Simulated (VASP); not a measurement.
# LiCl (F-43m) in VASP: further runs

LiCl is run at these levels: PBE; tasks: single point.

Everything below comes from runs of VASP 6.6.1. Logs are shortened: lines on timing, memory, paths and dates and some standing lists are left out, and cuts for length are marked.

## (1) The cell of the first run

It takes space group F-43m (No. 216, cubic). The conventional cell has a = 4.959 Å, b = 4.959 Å, c = 4.959 Å, α = 90.00°, β = 90.00°, γ = 90.00°. Within 2.8 Å of Li (site symmetry -43m) lie 4 Cl at 2.15 Å. Within 2.8 Å of Cl (site symmetry -43m) lie 4 Li at 2.15 Å.

## (2) Single point, PBE

Input file INCAR:

```
SYSTEM = LiCl
PREC = Accurate
ENCUT = 520
EDIFF = 1E-7
ISMEAR = 0
SIGMA = 0.1
LREAL = .FALSE.
LASPH = .TRUE.
NELM = 100
ALGO = Normal
ISIF = 2
LWAVE = .FALSE.
LCHARG = .TRUE.
GGA = PE
LELF = .TRUE.
LVHAR = .TRUE.
NBANDS = 12
```

Input file KPOINTS:

```
regular mesh
0
G
  6 6 6
  0 0 0
```

Input file POSCAR:

```
LiCl
1.0
    0.0000000000      2.4796039400      2.4796039400
    2.4796039400      0.0000000000      2.4796039400
    2.4796039400      2.4796039400      0.0000000000
Li Cl
1 1
Direct
    0.0000000000      0.0000000000      0.0000000000
    0.7500000000      0.7500000000      0.7500000000
```

Potentials or basis: VASP PAW PBE potentials, release 64 (Li_sv, Cl).

Started as:

```
$ cat potpaw_PBE.64/Li_sv/POTCAR potpaw_PBE.64/Cl/POTCAR > POTCAR
$ mpirun -np 1 vasp_std > vasp.out
```

OUTCAR:

```text
SYSTEM = LiCl
   PREC = Accurate
   ENCUT = 520
   EDIFF = 1E-7
   ISMEAR = 0
   LREAL = .FALSE.
   LASPH = .TRUE.
   NELM = 100
   ISIF = 2
   GGA = PE

 ion  position               nearest neighbor table
   1  0.000  0.000  0.000-   2 2.15   2 2.15   2 2.15   2 2.15
   2  0.750  0.750  0.750-   1 2.15   1 2.15   1 2.15   1 2.15

  LATTYP: Found a face centered cubic cell.
 ALAT       =     4.9592078800

  Lattice vectors:

 A1 = (   0.0000000000,   2.4796039400,   2.4796039400)
 A2 = (   2.4796039400,   0.0000000000,   2.4796039400)
 A3 = (   2.4796039400,   2.4796039400,   0.0000000000)

Analysis of symmetry for initial positions (statically):
=====================================================================
 Subroutine PRICEL returns:
 Original cell was already a primitive cell.

 Routine SETGRP: Setting up the symmetry group for a
 face centered cubic supercell.

 Subroutine GETGRP returns: Found 24 space group operations
 (whereof 24 operations were pure point group operations)
 out of a pool of 48 trial point group operations.

The static configuration has the point symmetry T_d .

Analysis of symmetry for dynamics (positions and initial velocities):
=====================================================================
 Subroutine PRICEL returns:
 Original cell was already a primitive cell.

 Routine SETGRP: Setting up the symmetry group for a
 face centered cubic supercell.

 Subroutine GETGRP returns: Found 24 space group operations
 (whereof 24 operations were pure point group operations)
 out of a pool of 48 trial point group operations.

The dynamic configuration has the point symmetry T_d .

 Subroutine INISYM returns: Found 24 space group operations
 (whereof 24 operations are pure point group operations),
 and found     1 'primitive' translations

----------------------------------------------------------------------------------------

                                     Primitive cell

  volume of cell :      30.4914

  direct lattice vectors                    reciprocal lattice vectors
     0.000000000  2.479603940  2.479603940    -0.201645106  0.201645106  0.201645106
     2.479603940  0.000000000  2.479603940     0.201645106 -0.201645106  0.201645106
     2.479603940  2.479603940  0.000000000     0.201645106  0.201645106 -0.201645106

  length of vectors
     3.506689521  3.506689521  3.506689521     0.349259569  0.349259569  0.349259569

  position of ions in fractional coordinates (direct lattice)
     0.000000000  0.000000000  0.000000000
     0.750000000  0.750000000  0.750000000

  ion indices of the primitive-cell ions
   primitive index   ion index
                 1           1
                 2           2

----------------------------------------------------------------------------------------

 KPOINTS: regular mesh

Automatic generation of k-mesh.
 Grid dimensions read from file:
 generate k-points for:    6    6    6

 Generating k-lattice:

  Cartesian coordinates                     Fractional coordinates (reciprocal lattice)
    -0.033607518  0.033607518  0.033607518     0.166666667  0.000000000  0.000000000
     0.033607518 -0.033607518  0.033607518     0.000000000  0.166666667  0.000000000
     0.033607518  0.033607518 -0.033607518     0.000000000  0.000000000  0.166666667

  Length of vectors
     0.058209928  0.058209928  0.058209928

  Shift w.r.t. Gamma in fractional coordinates (k-lattice)
     0.000000000  0.000000000  0.000000000

 Subroutine IBZKPT returns following result:
 ===========================================

 Found     16 irreducible k-points:

 Following reciprocal coordinates:
            Coordinates               Weight
  0.000000  0.000000  0.000000      1.000000
  0.166667  0.000000  0.000000      8.000000
  0.333333  0.000000  0.000000      8.000000
  0.500000  0.000000  0.000000      4.000000
  0.166667  0.166667  0.000000      6.000000
  0.333333  0.166667  0.000000     24.000000
[... 8 lines left out ...]
 -0.333333  0.333333  0.166667     24.000000
 -0.333333  0.500000  0.166667     12.000000
   k-points           NKPTS =     16   k-points in BZ     NKDIM =     16   number of bands    NBANDS=     12
   number of dos      NEDOS =    301   number of ions     NIONS =      2
   total plane-waves  NPLWV =  21952
   dimension x,y,z NGX =    28 NGY =   28 NGZ =   28
   dimension x,y,z NGXF=    56 NGYF=   56 NGZF=   56
   ions per type =               1   1
   NGX,Y,Z   is equivalent  to a cutoff of  13.27, 13.27, 13.27 a.u.
   NGXF,Y,Z  is equivalent  to a cutoff of  26.55, 26.55, 26.55 a.u.
 SYSTEM =  LiCl
   PREC   = accura    normal or accurate (medium, high low for compatibility)
   ISTART =      0    job   : 0-new  1-cont  2-samecut
   ICHARG =      2    charge: 1-file 2-atom 10-const
   ISPIN  =      1    spin polarized calculation?
   LNONCOLLINEAR =      F non collinear calculations
   LSORBIT =      F    spin-orbit coupling
   LASPH  =      T    aspherical Exc in radial PAW
   ENCUT  =  520.0 eV  38.22 Ry    6.18 a.u.   6.52  6.52  6.52*2*pi/ulx,y,z
   NELM   =    100;   NELMIN=  2; NELMDL= -5     # of ELM steps
   EDIFF  = 0.1E-06   stopping-criterion for ELM
   LREAL  =      F    real-space projection
   EDIFFG = 0.1E-05   stopping-criterion for IOM
   NSW    =      0    number of steps for IOM
   IBRION =     -1    ionic relax: 0-MD 1-quasi-New 2-CG
   NFREE  =      0    steps in history (QN), initial steepest desc. (CG)
   ISIF   =      2    stress and relaxation
   ISYM   =      2    0-nonsym 1-usesym 2-fastsym
   POTIM  = 0.5000    time-step for ionic-motion
   TEBEG  =    0.0;   TEEND  =   0.0 temperature during run
   PSTRESS=    0.0 pullay stress
   NELECT =      10.0000    total number of electrons
   NUPDOWN=      -1.0000    fix difference up-down
   EMIN   =  10.00;   EMAX   =-10.00  energy-range for DOS
   EFERMI =   0.00;   METHOD = LEGACY
   ISMEAR =     0;   SIGMA  =   0.10  broadening in eV -4-tet -1-fermi 0-gaus
   EFERMI_NEDOS =   21; number of points for ismear=-14 and -15
   IALGO  =     38    algorithm
   IMIX   =      4    mixing-type and parameters
     AMIX     =   0.40;   BMIX     =  1.00
     AMIX_MAG =   1.60;   BMIX_MAG =  1.00
  volume/ion in A,a.u.               =      15.25       102.88
  Fermi-wavevector in a.u.,A,eV,Ry     =   1.128970  2.133445 17.341631  1.274574
  Thomas-Fermi vector in A             =   2.265662
   LORBIT       =      0    0 simple, 1 ext, 2 COOP (PROOUT), +10 PAW based schemes
   GGA     = PE    functional components
   LHFCALC =     F    Hartree Fock is set to
   AEXX    =    0.0000 exact exchange contribution
   IVDW    =     0    specifies the selected vdW correction
   LEPSILON=     F    determine dielectric tensor
   LRPA    =     F    only Hartree local field effects (RPA)
 non-spin polarized calculation
 Gauss-broadening in eV      SIGMA  =   0.10
  energy-cutoff  :      520.00
  volume of cell :       30.49
 maximum number of plane-waves:       869
 NGX is ok and might be reduce to    28
   NGX = 13   NGY = 13   NGZ = 13

 number of electron      10.0000000 magnetization

 number of electron       9.9999993 magnetization

 Free energy of the ion-electron system (eV)
  ---------------------------------------------------
  ext. energy  EPLUGINS =         0.00000000
  ---------------------------------------------------
  free energy    TOTEN  =        -7.01372973 eV

  energy without entropy =       -7.01372973  energy(sigma->0) =       -7.01372973

 E-fermi :   1.4420     XC(G=0):  -8.9629

 val. band max:        0.9200544931   @ k =   0.0000   0.0000   0.0000
 cond. band min:       7.2211831278   @ k =   0.5000   0.5000   0.0000
 fundamental gap:      6.3011286347
 Fermi energy:         1.4419574963

 k-point     1 :       0.0000    0.0000    0.0000
  band No.  band energies     occupation
      1     -41.4835      2.00000
      2     -12.6521      2.00000
      3       0.9201      2.00000
      4       0.9201      2.00000
      5       0.9201      2.00000
      6       8.1670      0.00000
      7      11.3210      0.00000
      8      11.3210      0.00000
      9      11.3210      0.00000
     10      16.2682      0.00000
     11      16.2682      0.00000
     12      20.4854      0.00000

 k-point     2 :       0.1667    0.0000    0.0000
  band No.  band energies     occupation
      1     -41.4815      2.00000
      2     -12.5203      2.00000
      3      -0.0369      2.00000
      4       0.7899      2.00000
      5       0.7899      2.00000
      6       8.8590      0.00000
      7      11.6984      0.00000
      8      11.6984      0.00000
      9      11.9371      0.00000
     10      15.4750      0.00000
     11      15.4750      0.00000
     12      18.9516      0.00000

 k-point     3 :       0.3333    0.0000    0.0000
  band No.  band energies     occupation
      1     -41.4778      2.00000
      2     -12.2306      2.00000
      3      -1.5664      2.00000
      4       0.5537      2.00000
      5       0.5537      2.00000
      6       9.8413      0.00000
      7      11.7274      0.00000
      8      11.7274      0.00000
      9      12.9122      0.00000
     10      16.3109      0.00000
     11      16.3109      0.00000
     12      19.0895      0.00000
[... 166 lines left out ...]
 k-point    15 :      -0.3333    0.3333    0.1667
  band No.  band energies     occupation
      1     -41.4743      2.00000
      2     -11.9273      2.00000
      3      -1.6861      2.00000
      4      -0.6516      2.00000
      5      -0.1884      2.00000
      6       9.6082      0.00000
      7      11.3828      0.00000
      8      13.6958      0.00000
      9      14.5875      0.00000
     10      15.7641      0.00000
     11      18.8705      0.00000
     12      19.6895      0.00000

 k-point    16 :      -0.3333    0.5000    0.1667
  band No.  band energies     occupation
      1     -41.4736      2.00000
      2     -11.8809      2.00000
      3      -1.4549      2.00000
      4      -0.6796      2.00000
      5      -0.6431      2.00000
      6       8.5779      0.00000
      7      11.6808      0.00000
      8      13.9166      0.00000
      9      15.3266      0.00000
     10      17.4747      0.00000
     11      18.7762      0.00000
     12      20.4450      0.00000

------------------------ aborting loop because EDIFF is reached ----------------------------------------

  FORCE on cell =-STRESS in cart. coord.  units (eV):
  Direction    XX          YY          ZZ          XY          YZ          ZX
  --------------------------------------------------------------------------------------
  -------------------------------------------------------------------------------------
  Total        2.8891990      2.8891990      2.8891990      0.0000000     -0.0000000     -0.0000000
  in kB      151.8137456    151.8137456    151.8137456      0.0000000     -0.0000000     -0.0000000
  external PRESSURE =     151.8137456 kB  Pullay stress =       0.0000000 kB

 VOLUME and BASIS-vectors are now :
 -----------------------------------------------------------------------------
  energy-cutoff  :      520.00
  volume of cell :       30.49
      direct lattice vectors                 reciprocal lattice vectors
     0.000000000  2.479603940  2.479603940    -0.201645106  0.201645106  0.201645106
     2.479603940  0.000000000  2.479603940     0.201645106 -0.201645106  0.201645106
     2.479603940  2.479603940  0.000000000     0.201645106  0.201645106 -0.201645106

 POSITION                                       TOTAL-FORCE (eV/Angst)
 -----------------------------------------------------------------------------------
      0.00000      0.00000      0.00000        -0.000000     -0.000000     -0.000000
      3.71941      3.71941      3.71941         0.000000      0.000000      0.000000
 -----------------------------------------------------------------------------------
    total drift:                                0.000000      0.000000      0.000000

  FREE ENERGIE OF THE ION-ELECTRON SYSTEM (eV)
  ---------------------------------------------------
  free  energy   TOTEN  =        -7.0137297263 eV

  energy  without entropy=       -7.0137297263  energy(sigma->0) =       -7.01372973
```

It took 7.2 s on 1 thread of AMD EPYC 7R43 (Zen 3), shared host; peak memory 0.11 GiB.

Results:

```
Free energy            : -7.0137 eV
Band gap on the k mesh : 6.30 eV, indirect (least direct gap 7.25 eV)
```

Caveat: the cutoff is under 1.25 times the usual one of these potentials, so pressure, stress and relaxed cells hold a basis-set (Pulay) error. A k mesh can miss the band edges.

## (3) Single point, PBE

This run uses another cell than the first one, of 20.74 Å³/atom, 1.361 times its volume.

Input file INCAR:

```
SYSTEM = LiCl
PREC = Accurate
ENCUT = 520
EDIFF = 1E-7
ISMEAR = 0
SIGMA = 0.1
LREAL = .FALSE.
LASPH = .TRUE.
NELM = 60
ALGO = Normal
ISIF = 2
LWAVE = .FALSE.
LCHARG = .FALSE.
GGA = PE
NBANDS = 12
```

Input file KPOINTS:

```
Automatic mesh
0
G
  6 6 6
  0 0 0
```

Input file POSCAR:

```
LiCl
1.0
    0.0000000000      2.7476583487      2.7476583487
    2.7476583487      0.0000000000      2.7476583487
    2.7476583487      2.7476583487      0.0000000000
Li Cl
1 1
Direct
    0.0000000000      0.0000000000      0.0000000000
    0.7500000000      0.7500000000      0.7500000000
```

Potentials or basis: VASP PAW PBE potentials, release 64 (Li_sv, Cl).

Started as:

```
$ cat potpaw_PBE.64/Li_sv/POTCAR potpaw_PBE.64/Cl/POTCAR > POTCAR
$ mpirun -np 1 vasp_std > vasp.out
```

Run time: 8 s. Hardware: 1 thread of AMD EPYC 7R43 (Zen 3), shared host; peak memory 0.12 GiB.

The run converged. Its results:

- Free energy: -7.4272 eV
- Band gap on the k mesh: 6.00 eV, direct

Levels at points of the mesh, in eV from the valence-band top:
| k point | band 1 | band 2 | band 3 | band 4 | band 5 | band 6 | band 7 | band 8 | band 9 | band 10 |
| --- | --- | --- | --- | --- | --- | --- | --- | --- | --- | --- |
| (0.00, 0.00, 0.00) | -42.88 | -12.70 | 0.00 | 0.00 | 0.00 | 6.00 | 10.16 | 10.16 | 10.16 | 14.49 |
| (0.50, 0.00, 0.00) | -42.88 | -12.41 | -1.98 | -0.28 | -0.28 | 8.34 | 10.33 | 10.33 | 10.67 | 16.09 |
| (0.50, 0.50, 0.00) | -42.88 | -12.33 | -1.61 | -0.82 | -0.82 | 6.65 | 9.64 | 13.35 | 13.83 | 13.83 |

Caveat: the cutoff is under 1.25 times the usual one of these potentials, so pressure, stress and relaxed cells hold a basis-set (Pulay) error. PBE gaps usually lie below the measured ones, often by a third to a half.

## (4) Single point, PBE (volume scaled by 0.88)

Input file INCAR:

```
PREC = Accurate
ENCUT = 520
EDIFF = 1E-6
ISMEAR = 0
SIGMA = 0.02
LREAL = F
LASPH = T
NELM = 80
ALGO = Normal
ISIF = 2
LWAVE = F
LCHARG = F
GGA = PE
NBANDS = 12
```

Input file KPOINTS:

```
regular mesh
0
Gamma
  8 8 8
```

Input file POSCAR:

```
LiCl
1.0
    0.0000000000      2.6427803123      2.6427803123
    2.6427803123      0.0000000000      2.6427803123
    2.6427803123      2.6427803123      0.0000000000
Li Cl
1 1
Direct
    0.0000000000      0.0000000000      0.0000000000
    0.2500000000      0.2500000000      0.2500000000
```

Started as:

```
$ cat potpaw_PBE.64/Li_sv/POTCAR potpaw_PBE.64/Cl/POTCAR > POTCAR
$ mpirun -np 1 vasp_std > vasp.out
```

Wall time 10 s (1 thread of AMD EPYC 7R43 (Zen 3), shared host); peak memory 0.12 GiB.

The run converged. Its results:

```yaml
Free_energy: -7.3701 eV
Band_gap_on_the_k_mesh: 6.43 eV, direct
```

Levels at points of the mesh, in eV from the valence-band top:
```csv
k point,band 2,band 3,band 4,band 5,band 6,band 7,band 8,band 9
"(0.00, 0.00, 0.00)",-12.98,0.00,0.00,0.00,6.43,10.29,10.29,10.29
"(0.50, 0.00, 0.00)",-12.60,-2.37,-0.35,-0.35,8.70,10.46,10.46,11.33
"(0.50, 0.50, 0.00)",-12.48,-1.91,-1.00,-1.00,6.57,9.76,14.52,14.69
```

Caveat: the cell differs from its parent crystal (volume scaled by 0.88); the cutoff is under 1.25 times the usual one of these potentials, so pressure, stress and relaxed cells hold a basis-set (Pulay) error. A k mesh can miss the band edges.

[end of part 1 of 2]
